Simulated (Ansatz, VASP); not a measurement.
Pt in VASP and in Ansatz

```
Pt
1.0
     2.82968    0.00000    0.00000
    -1.41484    2.45058    0.00000
     0.00000    0.00000    4.79213
Pt
2
Direct
  0.66667 0.33333 0.75000
  0.33333 0.66667 0.25000
```

Change from the starting cell: strain +0.025 along x and y, +0.000 along z, atoms carried along.

Alike in both runs: task single point; functional r2SCAN; k mesh 18 × 18 × 10; occupations gaussian, width 0.15 eV; no spin polarisation.

|  | VASP | Ansatz |
| --- | --- | --- |
| version | VASP 6.6.1 | Ansatz 0.2.0 |
| potentials or method | VASP PAW PBE potentials, release 64 (Pt), cutoff 520 eV | scalar-relativistic, plane waves, PAW |
| valence electrons in the cell | 20 | 36 |

```csv
,VASP,Ansatz,Ansatz less VASP
gap on the k mesh at the Fermi level (eV),none,none,-
pressure (GPa),-16.2,-16.6,-0.37
"traceless stress, the component that is largest in VASP (GPa)",3.66,3.81,+0.150
```

VASP's potentials were made for PBE, not for r2SCAN. A gap of «none» marks a metal or a gap that the smearing closes. The functional is the same, so the differences come from potentials, cutoffs and numerics. VASP's potentials hold 20 valence electrons a cell and Ansatz's 36, so a difference there can come from the potentials and not from the codes.

Spin-orbit coupling is off throughout.
